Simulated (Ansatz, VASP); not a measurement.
# One calculation of Hf, two programs

File INCAR:

```
ALGO = Normal ; EDIFF = 1E-7
ENCUT = 520 ; GGA = PS
ISIF = 2 ; ISMEAR = -1
ISPIN = 2 ; LASPH = True
LCHARG = False ; LMAXMIX = 4
LORBIT = 11 ; LREAL = False
LWAVE = False ; MAGMOM = -0.5
NBANDS = 15 ; NELM = 150
PREC = Accurate ; SIGMA = 0.08
```

KPOINTS

```
k-points
0
Gamma
  13 13 13
```

The input POSCAR:

```
Hf
1.0
    2.6153028387      0.0000000000      0.0000000000
    0.0000000000      2.6153028387      0.0000000000
    0.0000000000      0.0000000000      2.6153028387
Hf
1
Direct
    0.0000000000      0.0000000000      0.0000000000
```

Input for Ansatz:

```yaml
crystal:
  lattice:
    - [2.6153028387, 0.0, 0.0]
    - [0.0, 2.6153028387, 0.0]
    - [0.0, 0.0, 2.6153028387]
  atoms:
    - { symbol: Hf, position: [0.0, 0.0, 0.0], spin: -0.5 }
kpoints:
  mp_grid: { grid: [13, 13, 13] }
  band_path:
    path:
      - [0.0, 0.0, 0.0]
      - [0.0, 0.5, 0.0]
      - [0.5, 0.5, 0.0]
      - [0.0, 0.0, 0.0]
      - [0.5, 0.5, 0.5]
      - [0.0, 0.5, 0.0]
      - [0.5, 0.5, 0.5]
      - [0.5, 0.5, 0.0]
    npoints: 8
scf:
  occupations: { method: fermi_dirac, width: 0.08 }
  lower_state_search: light
hamiltonian:
  xc: pbesol
  pseudopotentials: { kind: paw }
output:
  forces: true
  stress: true
  eigenvalues: true
  populations: true
magnetization:
  spin_polarized: true
```

Alike in both runs: task single point; functional PBEsol; k mesh 13 × 13 × 13; occupations fermi-dirac, width 0.08 eV; collinear spin.

```csv
,VASP,Ansatz
version,VASP 6.6.1,Ansatz 0.2.0
potentials or method,"VASP PAW PBE potentials, release 64 (Hf_pv)","PAW with Ansatz's default frozen-core files, scalar-relativistic"
plane-wave cutoff (eV),520,420
valence electrons in the cell,10,26
```

|  | VASP | Ansatz | Ansatz less VASP |
| --- | --- | --- | --- |
| gap on the k mesh at the Fermi level (eV) | none | none | - |
| net moment per atom (μB) | 0.00 | 0.00 | 0.000 |

VASP's potentials were made for PBE, not for PBEsol. A gap of «none» marks a metal or a gap that the smearing closes. VASP's potentials hold 10 valence electrons a cell and Ansatz's 26, so a difference there can come from the potentials and not from the codes. Ansatz's warnings: seeded moment not kept.

Neither program's run includes spin-orbit coupling.
